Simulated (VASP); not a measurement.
LiH, 2 atoms in the cell. The structure is trigonal, space group R-3m (No. 166). The conventional cell has a = 2.935 Å, b = 2.935 Å, c = 6.926 Å, α = 90.00°, β = 90.00°, γ = 120.00°. Within 2.7 Å of Li (site symmetry -3m) lie 6 H at 2.05 Å. H (site symmetry -3m) has 6 Li at 2.05 Å within 2.7 Å.  This cell differs from its parent crystal: epitaxial 111 strain +3.6%.

```yaml
Program: VASP 6.6.1
Task: single point
Functional: r2SCAN
Potentials_or_basis: VASP PAW PBE potentials, release 64 (Li_sv, H)
Cutoff: 520 eV
k_mesh: 10 × 10 × 10
Occupations: gaussian, width 0.01 eV
Spin: no spin polarisation
Dipole_correction: no
Further_INCAR_settings: ALGO = Normal; EDIFF = 1e-07; NBANDS = 9
```

Potentials or basis: VASP PAW PBE potentials, release 64 (Li_sv, H).

The run is started by

```sh
$ cat potpaw_PBE.64/Li_sv/POTCAR potpaw_PBE.64/H/POTCAR > POTCAR
$ cp INCAR.step1 INCAR
$ mpirun -np 1 vasp_std > vasp.out
$ cp INCAR.step2 INCAR
$ mpirun -np 1 vasp_std > vasp.out
```

Hardware: 1 thread of Intel(R) Xeon(R) Platinum 8488C (Sapphire Rapids) (shared host).

Estimate the wall time of this run.

Wall time 59 s on 1 thread of Intel(R) Xeon(R) Platinum 8488C (Sapphire Rapids), with other jobs on the host, peak memory 0.14 GiB. Counts: k points 116.
